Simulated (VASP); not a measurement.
TiO2:

```
CELL_PARAMETERS angstrom
-1.89210 1.89210 4.75730
1.89210 -1.89210 4.75730
1.89210 1.89210 -4.75730
ATOMIC_POSITIONS crystal
Ti 0.75000 0.25000 0.50000
Ti 0.00000 0.00000 0.00000
O 0.79190 0.79190 0.00000
O 0.54190 0.04190 0.50000
O 0.95810 0.45810 0.50000
O 0.20810 0.20810 0.00000
```

Program: VASP 6.6.1. Alike in all runs: no spin polarisation; cell as given; k mesh 10 × 10 × 10.

Order these runs on this cell by their band gap on the k mesh, lowest first.
A. level LDA+U; potentials or basis VASP PAW LDA potentials, release 64 (Ti_sv, O); U Ti d U = 3.0 eV; cutoff (eV) 600; smearing fermi-dirac 0.05 eV; dipole correction no
B. level LMBJ; potentials or basis VASP PAW PBE potentials, release 64 (Ti_sv, O); cutoff (eV) 640; smearing gaussian 0.03 eV; tolerance level tight; purpose bands; route KPOINTS_OPT
C. level PBEsol; potentials or basis VASP PAW PBE potentials, release 64 (Ti_sv, O); cutoff (eV) 520; smearing fermi-dirac 0.05 eV; dipole correction no

C (2.06 eV), A (2.41 eV), B (3.31 eV).

A k mesh can miss the band edges.
